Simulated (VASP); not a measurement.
**AgCl: single point with PBE**

The system is AgCl.

```
CELL_PARAMETERS angstrom
0.00000 2.73110 2.80602
2.73110 0.00000 2.80602
2.73110 2.73110 0.00000
ATOMIC_POSITIONS crystal
Ag 0.47755 0.52245 0.52245
Cl 0.06832 0.93168 0.93168
```

```
Program                : VASP 6.6.1
Task                   : single point
Functional             : PBE
Potentials or basis    : VASP PAW PBE potentials, release 64 (Ag, Cl)
Cutoff                 : 520 eV
k mesh                 : 8 × 8 × 8
Occupations            : gaussian, width 0.05 eV
Spin                   : no spin polarisation
Dipole correction      : no
Further INCAR settings : ALGO = Normal; EDIFF = 1e-07; NBANDS = 16
```

* Pressure: 8.9 GPa
* Largest force: 2.274 eV/Å
* Band gap on the k mesh: 1.16 eV, indirect (least direct gap 1.76 eV)

Forces on the atoms (eV/Å):
```
Ag  -2.274  0.000  0.000
Cl   2.274  0.000  0.000
```

Stress tensor (GPa, compression positive):
```
21.73  0.00  0.00
 0.00  2.92  0.00
 0.00  0.00  2.13
```

Levels at points of the mesh, in eV from the valence-band top:
```tsv
k point	band 5	band 6	band 7	band 8	band 9	band 10	band 11	band 12	band 13	band 14
(0.00, 0.00, 0.00)	-2.46	-2.44	-1.25	-1.21	-0.59	1.16	10.10	10.17	10.25	12.71
(0.50, 0.00, 0.00)	-2.27	-2.25	-1.80	-0.25	-0.02	4.60	6.52	7.82	8.66	13.18
(0.50, 0.50, 0.00)	-2.16	-2.02	-1.96	-1.56	-1.26	2.64	7.35	8.61	12.52	12.89
(0.50, 0.00, 0.50)	-2.16	-2.03	-1.95	-1.59	-1.38	2.62	7.18	8.88	12.13	12.94
(0.00, 0.50, 0.50)	-2.83	-2.21	-2.11	-2.08	-2.07	2.66	8.00	9.65	11.52	11.95
```

Wall time 29 s on 1 thread of Intel(R) Xeon(R) 6975P-C (Granite Rapids), with other jobs on the host, peak memory 0.21 GiB.

Caveat: forces of over 1 eV/Å act on the atoms, so gaps and moduli don't describe the material at rest. PBE gaps usually lie below the measured ones, often by a third to a half.
